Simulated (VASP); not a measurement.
The system is MgH2.

```
Mg H
1.0
     4.48488    0.00000    0.00000
     0.00000    4.48488    0.00000
     0.00000    0.00000    2.99648
Mg H
2 4
Cartesian
  0.0000 0.0000 0.0000
  2.2424 2.2424 1.4982
  1.3665 1.3665 0.0000
  0.8760 3.6089 1.4982
  3.6089 0.8760 1.4982
  3.1184 3.1184 0.0000
```

Base run:

| Item | Value |
| --- | --- |
| Program | VASP 6.6.1 |
| Functional | PBE |
| Potentials or basis | VASP PAW PBE potentials, release 64 (Mg, H) |
| Cutoff | 520 eV |
| k mesh | 6 × 6 × 8 |
| Occupations | gaussian, width 0.01 eV |
| Spin | no spin polarisation |

Its results: band gap on the k mesh 3.84 eV (least direct gap 4.60 eV); pressure 0.7 GPa; largest force 0.017 eV/Å.

Q: The run is repeated on the same cell with these changes: functional from PBE to LDA; potentials or basis from VASP PAW PBE potentials, release 64 (Mg, H) to VASP PAW LDA potentials, release 64 (Mg, H). What comes out?

A: Band gap on the k mesh 3.47 eV (least direct gap 4.27 eV); pressure -2.2 GPa; largest force 0.011 eV/Å.

Caveats: the structure was generated, so it needn't be the stable form of MgH2.

A k mesh can miss the band edges.
